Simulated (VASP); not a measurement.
Cr:

```
Cr
1.0
    -1.41496    1.41496    1.41496
     1.41496   -1.41496    1.41496
     1.41496    1.41496   -1.41496
Cr
1
Direct
  0.00000 0.00000 0.00000
```

Base run:

```yaml
Program: VASP 6.6.1
Functional: r2SCAN
Potentials_or_basis: VASP PAW PBE potentials, release 64 (Cr_pv)
Cutoff: 550 eV
k_mesh: 15 × 15 × 15
Occupations: methfessel-paxton, width 1 eV
Spin: no spin polarisation
```

Its results: band gap on the k mesh zero (band 6 reaches 13.60 eV, above the bottom of band 7 at 10.19 eV); pressure -1.7 GPa.

**Question.** The run is repeated on the same cell with these changes: occupations from methfessel-paxton, width 1 eV to fermi-dirac, width 1 eV. What comes out?

**Answer.** Band gap on the k mesh zero (band 6 reaches 14.22 eV, above the bottom of band 7 at 10.73 eV); pressure 35.2 GPa.

Caveats: the PAW data sets were made with another functional, which shifts forces and pressure a little; the run has no spin polarisation, though such a crystal can be magnetic.
